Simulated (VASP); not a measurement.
# CaY3Cl2: single point with PBE

The system is CaY3Cl2.

```
CELL_PARAMETERS angstrom
7.24937 0.00000 0.00000
-3.62469 6.27814 0.00000
0.00000 0.00000 3.68502
ATOMIC_POSITIONS crystal
Ca 0.00000 0.00000 0.00000
Y 0.50000 0.00000 0.50000
Y 0.00000 0.50000 0.50000
Y 0.50000 0.50000 0.50000
Cl 0.66667 0.33333 0.00000
Cl 0.33333 0.66667 0.00000
```

```json
{
  "Program": "VASP 6.6.1",
  "Task": "single point",
  "Functional": "PBE",
  "Potentials or basis": "VASP PAW PBE potentials, release 64 (Ca_sv, Y_sv, Cl)",
  "Cutoff": "520 eV",
  "k mesh": "6 × 6 × 10",
  "Occupations": "gaussian, width 0.1 eV",
  "Spin": "no spin polarisation"
}
```

```yaml
Pressure: 0.0 GPa
```

Levels at points of the mesh, in eV from the Fermi level:
```
           k point  band 26  band 27  band 28  band 29  band 30  band 31  band 32  band 33
(0.00, 0.00, 0.00)    -1.91    -0.69    -0.69     0.43     0.43     0.53     0.53     0.77
(0.50, 0.00, 0.00)    -1.61    -1.22    -0.70    -0.56     0.51     0.56     0.65     0.68
(0.00, 0.00, 0.50)    -0.67    -0.67    -0.34    -0.34     0.04     0.87     0.87     1.65
(0.50, 0.00, 0.50)    -0.75    -0.31    -0.24     0.20     0.38     0.50     0.78     1.52
```

Wall time 3.7 min on 1 thread of Intel(R) Xeon(R) Platinum 8488C (Sapphire Rapids) (shared host), peak memory 0.44 GiB.

Caveat: an odd number of electrons without spin polarisation forces a metal; a magnetic or distorted state may lie lower.
